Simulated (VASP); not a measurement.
Input of a VASP 6.6.1 run:

File POSCAR:

```
C
1.0
    0.0000000000      1.8068380860      1.8068380860
    1.8068380860      0.0000000000      1.8068380860
    1.8068380860      1.8068380860      0.0000000000
C
2
Direct
    0.7500000000      0.7500000000      0.7500000000
    0.5000000000      0.5000000000      0.5000000000
```

File INCAR.step1:

```
  PREC = Accurate
  ENCUT = 520
  EDIFF = 1E-5
  ISMEAR = -1
  SIGMA = 0.05
  LREAL = F
  LASPH = T
  NELM = 100
  ALGO = Normal
  ISIF = 2
  LWAVE = T
  LCHARG = F
  GGA = PE
  NBANDS = 11
```

Contents of INCAR.step2:

```
  PREC = Accurate
  ENCUT = 520
  EDIFF = 1E-6
  ISMEAR = -1
  SIGMA = 0.05
  LREAL = F
  LASPH = T
  NELM = 100
  ALGO = Normal
  ISIF = 2
  LWAVE = F
  LCHARG = F
  GGA = PE
  LHFCALC = T
  AEXX = 0.25
  PRECFOCK = Normal
  ISTART = 1
  NBANDS = 11
```

The input KPOINTS:

```
Automatic mesh
0
Gamma
  8 8 8
```

Potentials or basis: VASP PAW PBE potentials, release 64 (C).

Command:

```bash
$ cat potpaw_PBE.64/C/POTCAR > POTCAR
$ cp INCAR.step1 INCAR
$ mpirun -np 1 vasp_std > vasp.out
$ cp INCAR.step2 INCAR
$ mpirun -np 1 vasp_std > vasp.out
```

Problem. Estimate the band gap on the k mesh.

Solution. 5.94 eV (least direct gap 7.59 eV).

Problem. What does it give for the pressure?

Solution. -23.7 GPa.

Caveat: the cell stands under tension; the PAW data sets were made with another functional, which shifts forces and pressure a little. A k mesh can miss the band edges.
